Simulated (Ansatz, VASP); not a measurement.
**One calculation of Sn4CO5, two programs**

```
O Sn C
1.0
     3.83637    0.00000    0.00000
     0.00000    6.11394    0.00000
     0.00000    0.00000   23.57166
O Sn C
5 4 1
Direct
  0.00000 0.39373 0.16970
  0.50000 0.59060 0.23306
  0.00000 0.78914 0.29611
  0.50000 0.99148 0.35728
  0.00000 0.49148 0.48879
  0.50000 0.24626 0.20052
  0.00000 0.73807 0.20223
  0.50000 0.64848 0.32986
  0.00000 0.11897 0.32659
  0.00000 0.49148 0.53758
```

Alike in both runs: task single point; functional PBE; dispersion D3(BJ); k mesh 7 × 5 × 1; occupations gaussian, width 0.1 eV; no spin polarisation.

|  | VASP | Ansatz |
| --- | --- | --- |
| version | VASP 6.6.1 | Ansatz 0.2.0 |
| potentials or method | VASP PAW PBE potentials, release 64 (O, Sn_d, C), cutoff 520 eV | scalar-relativistic, plane waves, PAW |
| valence electrons in the cell | 90 | 90 |

Ansatz gave:

- gap on the k mesh at the Fermi level (eV): 0.91
- least direct gap on the mesh (eV): 0.96
- rms of the force components (eV/Å): 0.506

Q: What did VASP give for the same quantities?

A: gap on the k mesh at the Fermi level (eV): 0.89; least direct gap on the mesh (eV): 0.94; rms of the force components (eV/Å): 0.360.

One of these differences is far larger than is usual between the two programs; its cause wasn't traced.

Noted on VASP's run: the standard files for N, O and F lose accuracy on very short bonds.
